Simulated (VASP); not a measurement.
MoPt, 4 atoms in the cell. It takes space group Pmma (No. 51, orthorhombic). The conventional cell has a = 4.477 Å, b = 2.734 Å, c = 4.958 Å, α = 90.00°, β = 90.00°, γ = 90.00°. Pt (site symmetry mm2) has 4 Pt at 2.73 to 2.76 Å and 8 Mo at 2.76 to 2.84 Å within 3.6 Å. Mo (site symmetry mm2) has 4 Mo at 2.73 to 2.75 Å and 8 Pt at 2.76 to 2.84 Å within 3.6 Å. 

```yaml
Program: VASP 6.6.1
Task: single point
Functional: PBEsol
Potentials_or_basis: VASP PAW PBE potentials, release 64 (Pt, Mo_sv)
Cutoff: 520 eV
k_mesh: 6 × 10 × 6
Occupations: fermi-dirac, width 0.05 eV
Spin: no spin polarisation
Dipole_correction: no
Further_INCAR_settings: ALGO = Fast; EDIFF = 1e-06; NBANDS = 32
```

Potentials or basis: VASP PAW PBE potentials, release 64 (Pt, Mo_sv).

Launch:

```sh
$ cat potpaw_PBE.64/Pt/POTCAR potpaw_PBE.64/Mo_sv/POTCAR > POTCAR
$ mpirun -np 1 vasp_std > vasp.out
```

Hardware: 1 thread of Intel Xeon 8259CL (shared host).

Q: How long does it take, and how much memory?

A: Wall time 4.3 min on 1 thread of Intel Xeon 8259CL, with other jobs on the host, peak memory 0.29 GiB. Counts: scf iterations 15, k points 96.
